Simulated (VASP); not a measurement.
A run of VASP 6.6.1 is set up as follows.

File INCAR:

```
ALGO = Normal ; EDIFF = 1E-6
ENCUT = 500 ; GGA = PE
GGA_COMPAT = False ; ISIF = 2
ISMEAR = -1 ; LASPH = True
LCHARG = False ; LREAL = False
LWAVE = False ; NBANDS = 13
NELM = 120 ; PREC = Accurate
SIGMA = 0.05
```

KPOINTS

```
k-points
0
Gamma
  15 15 15
```

POSCAR

```
Pb
1.0
    0.0000000000      2.2318685448      2.2318685448
    2.2318685448      0.0000000000      2.2318685448
    2.2318685448      2.2318685448      0.0000000000
Pb
1
Direct
    0.0000000000      0.0000000000      0.0000000000
```

Potentials or basis: VASP PAW PBE potentials, release 64 (Pb_d).

Command:

```sh
$ cat potpaw_PBE.64/Pb_d/POTCAR > POTCAR
$ mpirun -np 1 vasp_std > vasp.out
```

Q: Predict the pressure.

A: 34.9 GPa.

Q: Predict the band gap on the k mesh.

A: Zero (bands 7 and 8 overlap by 11.95 eV).

Caveat: the cell stands under pressure; spin-orbit coupling is left out, which moves the levels of the heavy elements.
